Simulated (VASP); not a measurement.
# TaAs (I4_1md) in VASP: further runs, part 2 of 2

VASP 6.6.1. The steps go on from the part before.

## 3. Single point, PBE (18.12 Å³/atom)

This run uses another cell than the first one, of 18.12 Å³/atom.

File INCAR:

```
PREC = Accurate
ENCUT = 510
EDIFF = 1E-6
ISMEAR = -1
SIGMA = 0.02
LREAL = F
LASPH = T
NELM = 120
ALGO = Normal
ISIF = 2
LWAVE = F
LCHARG = T
GGA = PE
LELF = T
LVHAR = T
NBANDS = 36
GGA_COMPAT = F
```

File KPOINTS:

```
Automatic mesh
0
Gamma
  8 8 8
```

File POSCAR:

```
TaAs
1.0
   -1.7480041342      1.7480041342      5.9314273445
    1.7480041342     -1.7480041342      5.9314273445
    1.7480041342      1.7480041342     -5.9314273445
Ta As
2 2
Direct
    0.5001644894      1.0001644894      0.5000000000
    0.7501644894      0.7501644894      0.0000000000
    0.0824349306      0.5824349306      0.5000000000
    0.3324349306      0.3324349306      0.0000000000
```

Potentials or basis: VASP PAW PBE potentials, release 64 (Ta_sv_GW, As_d).

The run is started by

```console
cat potpaw_PBE.64/Ta_sv_GW/POTCAR potpaw_PBE.64/As_d/POTCAR > POTCAR
mpirun -np 1 vasp_std > vasp.out
```

OUTCAR:

```text
PREC = Accurate
   ENCUT = 510
   EDIFF = 1E-6
   ISMEAR = -1
   LREAL = F
   LASPH = T
   NELM = 120
   ISIF = 2
   GGA = PE

 ion  position               nearest neighbor table
   1  0.500  0.000  0.500-   4 2.65   4 2.65   3 2.66   3 2.66   3 2.66   3 2.66
   2  0.750  0.750  0.000-   3 2.65   3 2.65   4 2.66   4 2.66   4 2.66   4 2.66
   3  0.082  0.582  0.500-   2 2.65   2 2.65   1 2.66   1 2.66   1 2.66   1 2.66
   4  0.332  0.332  0.000-   1 2.65   1 2.65   2 2.66   2 2.66   2 2.66   2 2.66

  LATTYP: Found a body centered tetragonal cell.
 ALAT       =     3.4960082684
 C/A-ratio  =     3.3932570458

  Lattice vectors:

 A1 = (  -1.7480041342,   1.7480041342,   5.9314273445)
 A2 = (   1.7480041342,  -1.7480041342,   5.9314273445)
 A3 = (   1.7480041342,   1.7480041342,  -5.9314273445)

Analysis of symmetry for initial positions (statically):
=====================================================================
 Subroutine PRICEL returns:
 Original cell was already a primitive cell.

 Routine SETGRP: Setting up the symmetry group for a
 body centered tetragonal supercell.

 Subroutine GETGRP returns: Found  8 space group operations
 (whereof  4 operations were pure point group operations)
 out of a pool of 16 trial point group operations.

The static configuration has the point symmetry C_2v.
 The point group associated with its full space group is C_4v.

Analysis of symmetry for dynamics (positions and initial velocities):
=====================================================================
 Subroutine PRICEL returns:
 Original cell was already a primitive cell.

 Routine SETGRP: Setting up the symmetry group for a
 body centered tetragonal supercell.

 Subroutine GETGRP returns: Found  8 space group operations
 (whereof  4 operations were pure point group operations)
 out of a pool of 16 trial point group operations.

The dynamic configuration has the point symmetry C_2v.
 The point group associated with its full space group is C_4v.

 Subroutine INISYM returns: Found  8 space group operations
 (whereof  4 operations are pure point group operations),
 and found     1 'primitive' translations

----------------------------------------------------------------------------------------

                                     Primitive cell

  volume of cell :      72.4943

  direct lattice vectors                    reciprocal lattice vectors
    -1.748004134  1.748004134  5.931427345     0.000000000  0.286040513  0.084296742
     1.748004134 -1.748004134  5.931427345     0.286040513  0.000000000  0.084296742
     1.748004134  1.748004134 -5.931427345     0.286040513  0.286040513  0.000000000

  length of vectors
     6.425952634  6.425952634  6.425952634     0.298203146  0.298203146  0.404522373

  position of ions in fractional coordinates (direct lattice)
     0.500164489  0.000164489  0.500000000
     0.750164489  0.750164489  0.000000000
     0.082434931  0.582434931  0.500000000
     0.332434931  0.332434931  0.000000000

  ion indices of the primitive-cell ions
   primitive index   ion index
                 1           1
                 2           2
                 3           3
                 4           4

----------------------------------------------------------------------------------------

 KPOINTS: Automatic mesh

Automatic generation of k-mesh.
 Grid dimensions read from file:
 generate k-points for:    8    8    8

 Generating k-lattice:

  Cartesian coordinates                     Fractional coordinates (reciprocal lattice)
     0.000000000  0.035755064  0.010537093     0.125000000  0.000000000  0.000000000
     0.035755064  0.000000000  0.010537093     0.000000000  0.125000000  0.000000000
     0.035755064  0.035755064  0.000000000     0.000000000  0.000000000  0.125000000

  Length of vectors
     0.037275393  0.037275393  0.050565297

  Shift w.r.t. Gamma in fractional coordinates (k-lattice)
     0.000000000  0.000000000  0.000000000

 Subroutine IBZKPT returns following result:
 ===========================================

 Found     59 irreducible k-points:

 Following reciprocal coordinates:
            Coordinates               Weight
  0.000000  0.000000  0.000000      1.000000
  0.125000 -0.000000  0.000000      8.000000
  0.250000 -0.000000  0.000000      8.000000
  0.375000  0.000000  0.000000      8.000000
  0.500000 -0.000000  0.000000      4.000000
  0.125000  0.125000  0.000000      8.000000
[... 16 lines left out ...]
  0.250000  0.125000  0.125000     16.000000
  0.375000  0.125000  0.125000      8.000000
 [... further k-points ...]
   k-points           NKPTS =     59   k-points in BZ     NKDIM =     59   number of bands    NBANDS=     36
   number of dos      NEDOS =    301   number of ions     NIONS =      4
   total plane-waves  NPLWV = 110592
   dimension x,y,z NGX =    48 NGY =   48 NGZ =   48
   dimension x,y,z NGXF=    96 NGYF=   96 NGZF=   96
   ions per type =               2   2
   NGX,Y,Z   is equivalent  to a cutoff of  12.42, 12.42, 12.42 a.u.
   NGXF,Y,Z  is equivalent  to a cutoff of  24.84, 24.84, 24.84 a.u.
 SYSTEM =  unknown system
   PREC   = accura    normal or accurate (medium, high low for compatibility)
   ISTART =      0    job   : 0-new  1-cont  2-samecut
   ICHARG =      2    charge: 1-file 2-atom 10-const
   ISPIN  =      1    spin polarized calculation?
   LNONCOLLINEAR =      F non collinear calculations
   LSORBIT =      F    spin-orbit coupling
   LASPH  =      T    aspherical Exc in radial PAW
   ENCUT  =  510.0 eV  37.48 Ry    6.12 a.u.  11.83 11.83 11.83*2*pi/ulx,y,z
   NELM   =    120;   NELMIN=  2; NELMDL= -5     # of ELM steps
   EDIFF  = 0.1E-05   stopping-criterion for ELM
   LREAL  =      F    real-space projection
[... 7 lines left out ...]
   TEBEG  =    0.0;   TEEND  =   0.0 temperature during run
   PSTRESS=    0.0 pullay stress
   NELECT =      56.0000    total number of electrons
   NUPDOWN=      -1.0000    fix difference up-down
   EMIN   =  10.00;   EMAX   =-10.00  energy-range for DOS
   EFERMI =   0.00;   METHOD = LEGACY
   ISMEAR =    -1;   SIGMA  =   0.02  broadening in eV -4-tet -1-fermi 0-gaus
   EFERMI_NEDOS =   21; number of points for ismear=-14 and -15
   IALGO  =     38    algorithm
   IMIX   =      4    mixing-type and parameters
     AMIX     =   0.40;   BMIX     =  1.00
     AMIX_MAG =   1.60;   BMIX_MAG =  1.00
  volume/ion in A,a.u.               =      18.12       122.30
  Fermi-wavevector in a.u.,A,eV,Ry     =   1.502114  2.838583 30.699444  2.256346
  Thomas-Fermi vector in A             =   2.613396
   LORBIT       =      0    0 simple, 1 ext, 2 COOP (PROOUT), +10 PAW based schemes
   GGA     = PE    functional components
   LHFCALC =     F    Hartree Fock is set to
   AEXX    =    0.0000 exact exchange contribution
   IVDW    =     0    specifies the selected vdW correction
   LEPSILON=     F    determine dielectric tensor
   LRPA    =     F    only Hartree local field effects (RPA)
 non-spin polarized calculation
  energy-cutoff  :      510.00
  volume of cell :       72.49
 maximum number of plane-waves:      1934
   NGX = 23   NGY = 23   NGZ = 23

 number of electron      56.0000006 magnetization

 Free energy of the ion-electron system (eV)
  ---------------------------------------------------
  ext. energy  EPLUGINS =         0.00000000
  ---------------------------------------------------
  free energy    TOTEN  =       -40.09253275 eV

  energy without entropy =      -40.09081725  energy(sigma->0) =      -40.09167500

 E-fermi :   8.1239     XC(G=0): -12.3268

 val. band max:        8.1066542132   @ k =  -0.2500   0.2500   0.2500
 cond. band min:       8.1467409111   @ k =  -0.1250   0.5000   0.1250
 fundamental gap:      0.0400866980
 Fermi energy:         8.1238594295

 k-point     1 :       0.0000    0.0000    0.0000
  band No.  band energies     occupation
      1     -60.4633      2.00000
      2     -60.4551      2.00000
      3     -27.6205      2.00000
      4     -27.6205      2.00000
      5     -27.5916      2.00000
      6     -27.5846      2.00000
[... 28 lines left out ...]
     35      11.9746      0.00000
     36      12.0070      0.00000
[... 866 lines left out ...]
      6     -27.6028      2.00000
[... 28 lines left out ...]
     35      12.5150      0.00000
     36      12.9618      0.00000

 [... further k-points ...]

------------------------ aborting loop because EDIFF is reached ----------------------------------------

  FORCE on cell =-STRESS in cart. coord.  units (eV):
  Direction    XX          YY          ZZ          XY          YZ          ZX
  --------------------------------------------------------------------------------------
  -------------------------------------------------------------------------------------
  Total       -2.4470768     -2.4470768     -2.1150849      0.0000000      0.0000000      0.0000000
  in kB      -54.0821642    -54.0821642    -46.7449043      0.0000000      0.0000000      0.0000000
  external PRESSURE =     -51.6364109 kB  Pullay stress =       0.0000000 kB

 VOLUME and BASIS-vectors are now :
 -----------------------------------------------------------------------------
  energy-cutoff  :      510.00
  volume of cell :       72.49
      direct lattice vectors                 reciprocal lattice vectors
    -1.748004134  1.748004134  5.931427345     0.000000000  0.286040513  0.084296742
     1.748004134 -1.748004134  5.931427345     0.286040513  0.000000000  0.084296742
     1.748004134  1.748004134 -5.931427345     0.286040513  0.286040513  0.000000000

 POSITION                                       TOTAL-FORCE (eV/Angst)
 -----------------------------------------------------------------------------------
      0.00000      1.74800      0.00195        -0.000000      0.000000     -0.016495
      0.00000      0.00000      8.89909         0.000000     -0.000000     -0.016495
      1.74800      0.00000      0.97791        -0.000000     -0.000000      0.016495
      0.00000      0.00000      3.94363        -0.000000     -0.000000      0.016495
 -----------------------------------------------------------------------------------
    total drift:                               -0.000002     -0.000002      0.000362

  FREE ENERGIE OF THE ION-ELECTRON SYSTEM (eV)
  ---------------------------------------------------
  free  energy   TOTEN  =       -40.0925327515 eV

  energy  without entropy=      -40.0908172535  energy(sigma->0) =      -40.09167500
```

OSZICAR:

```text
N       E                     dE             d eps       ncg     rms          rms(c)
DAV:   1     0.785823248770E+03    0.78582E+03   -0.25736E+04  6520   0.692E+03
DAV:   2     0.819909606728E+02   -0.70383E+03   -0.68031E+03  5328   0.134E+03
DAV:   3    -0.344874361497E+02   -0.11648E+03   -0.11358E+03  4648   0.237E+02
DAV:   4    -0.437403312951E+02   -0.92529E+01   -0.91322E+01  6184   0.730E+01
DAV:   5    -0.440061371023E+02   -0.26581E+00   -0.26500E+00  6052   0.124E+01    0.811E+01
DAV:   6    -0.402104404881E+02    0.37957E+01   -0.11058E+01  6112   0.206E+01    0.676E+01
DAV:   7    -0.403535232088E+02   -0.14308E+00   -0.39651E+00  6248   0.145E+01    0.263E+01
DAV:   8    -0.400774925724E+02    0.27603E+00   -0.99789E-01  5696   0.229E+01    0.107E+01
DAV:   9    -0.400926596886E+02   -0.15167E-01   -0.16267E-01  5388   0.277E+00    0.712E+00
DAV:  10    -0.400972561664E+02   -0.45965E-02   -0.30285E-02  6644   0.318E+00    0.297E+00
DAV:  11    -0.400940901620E+02    0.31660E-02   -0.71929E-03  7080   0.150E+00    0.149E+00
DAV:  12    -0.400932130900E+02    0.87707E-03   -0.14942E-03  6444   0.408E-01    0.941E-01
DAV:  13    -0.400926223171E+02    0.59077E-03   -0.10553E-03  6544   0.591E-01    0.416E-01
DAV:  14    -0.400925312464E+02    0.91071E-04   -0.60155E-04  6936   0.378E-01    0.246E-01
DAV:  15    -0.400925376473E+02   -0.64009E-05   -0.57463E-05  7036   0.784E-02    0.111E-01
DAV:  16    -0.400925344458E+02    0.32015E-05   -0.29880E-06  4316   0.409E-02    0.132E-02
DAV:  17    -0.400925325284E+02    0.19173E-05   -0.90655E-06  5624   0.354E-02    0.165E-02
DAV:  18    -0.400925327515E+02   -0.22305E-06   -0.11363E-06  2744   0.613E-03
   1 F= -.40092533E+02 E0= -.40091675E+02  d E =-.171550E-02
```

stdout:

```text
POSCAR found type information on POSCAR TaAs
 POSCAR found :  2 types and       4 ions
 scaLAPACK will be used
 LDA part: xc-table for (Slater+PW92), standard interpolation
 POSCAR, INCAR and KPOINTS ok, starting setup
 FFT: planning ... GRIDC
 FFT: planning ... GRID_SOFT
 FFT: planning ... GRID
 WAVECAR not read
 entering main loop
```

Run time: 6.5 min. Hardware: 1 thread of Intel Xeon Platinum 8259CL at 2.50GHz (Skylake/Cascade Lake), shared host; peak memory 0.41 GiB.

Results:

* Free energy: -40.0925 eV
* Pressure: -5.2 GPa
* Largest force: 0.016 eV/Å
* Band gap on the k mesh: zero (bands 28 and 29 overlap by 0.04 eV)

Forces on the atoms (eV/Å):
```
Ta   0.000  0.000 -0.016
Ta   0.000  0.000 -0.016
As   0.000  0.000  0.016
As   0.000  0.000  0.016
```

Stress tensor (GPa, compression positive):
```
-5.41  0.00  0.00
 0.00 -5.41  0.00
 0.00  0.00 -4.67
```

Caveat: the cell stands under tension; spin-orbit coupling is left out, which moves the levels of the heavy elements.

The gap in the log of VASP goes by the Fermi energy; the results here count the filled bands.